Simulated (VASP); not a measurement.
**Ge: single point with r2SCAN**

Crystal: Ge.

```xyz
4
Lattice="3.9708 0.0000 0.0000 -1.9854 3.4388 0.0000 0.0000 0.0000 6.5551" Properties=species:S:1:pos:R:3 pbc="T T T"
Ge    0.0000    2.2925    6.1428
Ge    1.9854    1.1463    2.8652
Ge    0.0000    2.2925    3.6899
Ge    1.9854    1.1463    0.4123
```

```json
{
  "Program": "VASP 6.6.1",
  "Task": "single point",
  "Functional": "r2SCAN",
  "Potentials or basis": "VASP PAW PBE potentials, release 64 (Ge_d)",
  "Cutoff": "520 eV",
  "k mesh": "8 × 8 × 4",
  "Occupations": "fermi-dirac, width 0.05 eV",
  "Spin": "no spin polarisation"
}
```

| Quantity | Value |
| --- | --- |
| Pressure | 1.5 GPa |
| Largest force | 0.016 eV/Å |
| Band gap on the k mesh | 0.12 eV, direct |

Forces in eV/Å, atoms in the order of the input:
```
Ge   0.000  0.000 -0.016
Ge   0.000  0.000 -0.016
Ge   0.000  0.000  0.016
Ge   0.000  0.000  0.016
```

Levels at points of the mesh, in eV from the valence-band top:
| k point | band 26 | band 27 | band 28 | band 29 | band 30 | band 31 |
| --- | --- | --- | --- | --- | --- | --- |
| (0.00, 0.00, 0.00) | -0.30 | 0.00 | 0.00 | 0.12 | 0.43 | 2.29 |
| (0.50, 0.00, 0.00) | -3.42 | -3.10 | -1.69 | 0.60 | 1.88 | 3.72 |
| (0.00, 0.00, 0.50) | -1.05 | -1.05 | -1.05 | 0.91 | 0.91 | 3.47 |
| (0.50, 0.00, 0.50) | -2.83 | -2.72 | -2.72 | 0.64 | 0.64 | 2.25 |

It took 5.9 min on 1 thread of Intel(R) Xeon(R) Platinum 8488C (Sapphire Rapids), on a shared host, peak memory 0.24 GiB.

Caveat: the PAW data sets were made with another functional, which shifts forces and pressure a little. A k mesh can miss the band edges.
